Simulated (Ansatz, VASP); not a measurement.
# CaSe: VASP beside Ansatz

Contents of POSCAR:

```
CaSe
1.0
    0.0000000000      2.9675306059      2.9675306059
    2.9675306059      0.0000000000      2.9675306059
    2.9675306059      2.9675306059      0.0000000000
Ca Se
1 1
Direct
    0.0000000000      0.0000000000      0.0000000000
    0.5000000000      0.5000000000      0.5000000000
```

Contents of INCAR.step1:

```
SYSTEM = CaSe
ALGO = Normal
EDIFF = 1E-5
ENCUT = 520
GGA = PE
ISIF = 2
ISMEAR = 0
LASPH = .True.
LCHARG = .False.
LREAL = .False.
LWAVE = .True.
NBANDS = 15
NELM = 100
PREC = Accurate
SIGMA = 0.01
```

The input INCAR.step2:

```
SYSTEM = CaSe
AEXX = 0.05
ALGO = Normal
EDIFF = 1E-6
ENCUT = 520
GGA = PE
HFSCREEN = 0.3
ISIF = 2
ISMEAR = 0
ISTART = 1
LASPH = .True.
LCHARG = .False.
LHFCALC = .True.
LREAL = .False.
LWAVE = .False.
NBANDS = 15
NELM = 100
PREC = Accurate
PRECFOCK = Normal
SIGMA = 0.01
```

The input KPOINTS:

```
k-points
0
Gamma
  4 4 4
  0 0 0
```

Input for Ansatz:

```yaml
crystal:
  lattice:
    - [0.0, 2.9675306059, 2.9675306059]
    - [2.9675306059, 0.0, 2.9675306059]
    - [2.9675306059, 2.9675306059, 0.0]
  atoms:
    - { symbol: Ca, position: [0.0, 0.0, 0.0] }
    - { symbol: Se, position: [0.5, 0.5, 0.5] }
kpoints:
  mp_grid: { grid: [4, 4, 4] }
hamiltonian:
  xc: { exchange: pbe, correlation: pbe, exx: { coeff: 0.05, omega: 0.3 } }
scf:
  occupations: { method: fixed }
  n_extra_bands: 4
output:
  forces: true
  stress: true
  eigenvalues: true
```

Alike in both runs: task single point; functional PBE-based screened hybrid; k mesh 4 × 4 × 4; no spin polarisation.

|  | VASP | Ansatz |
| --- | --- | --- |
| version | VASP 6.6.1 | Ansatz 0.2.0 |
| potentials or method | VASP PAW PBE potentials, release 64 (Ca_sv, Se) | plane waves |
| plane-wave cutoff (eV) | 520 | 420 |
| occupations | gaussian, width 0.01 eV | fixed |
| valence electrons in the cell | 16 | 26 |

Ansatz gave:

- gap on the k mesh at the Fermi level (eV): 2.20
- pressure (GPa): 0.6

Task: What did VASP give for the same quantities?

Result: gap on the k mesh at the Fermi level (eV): 2.19; pressure (GPa): 0.8.

VASP's potentials were made for PBE, not for PBE-based screened hybrid. VASP's potentials hold 16 valence electrons a cell and Ansatz's 26, so a difference there can come from the potentials and not from the codes. Ansatz's warnings: stress exchange threshold loose, stress scf threshold loose.

The k mesh is coarse, so the values compare programs but aren't converged.
